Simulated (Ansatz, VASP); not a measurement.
# BN: VASP beside Ansatz

File INCAR:

```
PREC = Accurate
ENCUT = 520
EDIFF = 1E-6
ISMEAR = 0
SIGMA = 0.05
LREAL = False
LASPH = True
NELM = 100
ALGO = Normal
ISIF = 2
LWAVE = False
LCHARG = False
GGA = PE
NBANDS = 11
```

The input KPOINTS:

```
Automatic mesh
0
Gamma
  12 12 12
```

POSCAR

```
BN
1.0
   -0.0679647668      1.6855262161      1.8123937807
    1.8123937807     -0.0679647668      1.8123937807
    1.7444290139      1.6175614493      0.0000000000
B N
1 1
Direct
    0.0000000000      0.0000000000      0.0000000000
    0.7500000000      0.7500000000      0.7500000000
```

Input for Ansatz:

```yaml
crystal:
  lattice:
    - [-0.0679647668, 1.6855262161, 1.8123937807]
    - [1.8123937807, -0.0679647668, 1.8123937807]
    - [1.7444290139, 1.6175614493, 0.0]
  atoms:
    - { symbol: B, position: [0.0, 0.0, 0.0] }
    - { symbol: "N", position: [0.75, 0.75, 0.75] }
basis:
  ecutwfc: 520.0
kpoints:
  mp_grid: { grid: [12, 12, 12] }
hamiltonian:
  xc: pbe
scf:
  occupations: { method: gaussian, width: 0.05 }
output:
  forces: true
  stress: true
  eigenvalues: true
```

Change from the starting cell: engineering shear strain xz -0.0750, normal strain along z -0.0700.

Alike in both runs: task single point; functional PBE; k mesh 12 × 12 × 12; occupations gaussian, width 0.05 eV; no spin polarisation.

|  | VASP | Ansatz |
| --- | --- | --- |
| version | VASP 6.6.1 | Ansatz 0.2.0 |
| potentials or method | VASP PAW PBE potentials, release 64 (B, N), cutoff 520 eV | scalar-relativistic, plane waves, PAW |
| valence electrons in the cell | 8 | 8 |

```csv
,VASP,Ansatz,Ansatz less VASP
gap on the k mesh at the Fermi level (eV),3.17,3.18,+0.015
least direct gap on the mesh (eV),7.45,7.47,+0.013
pressure (GPa),34.3,33.9,-0.40
"traceless stress, the component that is largest in VASP (GPa)",43.25,43.01,-0.239
rms of the force components (eV/Å),0.219,0.212,-0.0070
```

Atom by atom the forces differ by 0.007 eV/Å (rms over components). Both programs put the cell under a high pressure, so it lies far from rest at this level. The functional is the same, so the differences come from potentials, cutoffs and numerics.
